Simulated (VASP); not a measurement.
A run of VASP 6.6.1 is set up as follows.

INCAR

```
ALGO = Normal
EDIFF = 1E-6
ENCUT = 520
GGA = PS
ISIF = 2
ISMEAR = 0
LASPH = True
LCHARG = False
LREAL = False
LWAVE = False
NBANDS = 9
NELM = 60
PREC = Accurate
SIGMA = 0.15
```

Contents of KPOINTS:

```
k-points
0
Gamma
  15 15 15
```

Contents of POSCAR:

```
Te
1.0
    2.3112382281      1.3343940132      1.7297306899
   -2.3112382281      1.3343940132      1.7297306899
    0.0000000000     -2.6687880263      1.7297306900
Te
1
Direct
    0.5000000000      0.5000000000      0.5000000000
```

Potentials or basis: VASP PAW PBE potentials, release 64 (Te).

Launch:

```console
$ cat potpaw_PBE.64/Te/POTCAR > POTCAR
$ mpirun -np 1 vasp_std > vasp.out
```

Question: Estimate the band gap on the k mesh.

Answer: Zero (bands 3 and 4 overlap by 4.93 eV).

Question: What does it give for the pressure?

Answer: -1.7 GPa.

Stress tensor (GPa, compression positive):
```
-1.81  0.00  0.00
 0.00 -1.81  0.00
 0.00  0.00 -1.34
```

Caveat: the PAW data sets were made with another functional, which shifts forces and pressure a little; spin-orbit coupling is left out, which moves the levels of the heavy elements.
